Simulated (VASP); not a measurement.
Crystal: TaN.

```
Ta N
1.0
     0.00000    2.16618    2.16618
     2.16618    0.00000    2.16618
     2.16618    2.16618    0.00000
Ta N
1 1
Cartesian
  2.1662 2.1662 2.1662
  0.0000 0.0000 0.0000
```

Base run:

- Program: VASP 6.6.1
- Functional: PBE
- Potentials or basis: VASP PAW PBE potentials, release 64 (Ta_sv_GW, N)
- Cutoff: 600 eV
- k mesh: 10 × 10 × 10
- Occupations: fermi-dirac, width 0.05 eV
- Spin: no spin polarisation

Its results: band gap on the k mesh zero (band 9 reaches 16.57 eV, above the bottom of band 10 at 12.29 eV); pressure 21.8 GPa.

Problem. After a change of settings the same cell gave: band gap on the k mesh zero (band 9 reaches 16.22 eV, above the bottom of band 10 at 11.94 eV); pressure 5.4 GPa. Which change was it?
A. potentials or basis from VASP PAW PBE potentials, release 64 (Ta_sv_GW, N) to VASP PAW PBE potentials, release 64 (Ta_pv, N); cutoff from 600 eV to 520 eV; further incar settings from ALGO = Normal; EDIFF = 1e-06; NBANDS = 16 to ALGO = Normal; EDIFF = 1e-06; NBANDS = 15; valence electrons from 18 to 16
B. functional from PBE to r2SCAN; cutoff from 600 eV to 660 eV
C. functional from PBE to LDA; potentials or basis from VASP PAW PBE potentials, release 64 (Ta_sv_GW, N) to VASP PAW LDA potentials, release 64 (Ta_sv_GW, N)

Solution. C.

Caveats: spin-orbit coupling is left out, which moves the levels of the heavy elements.
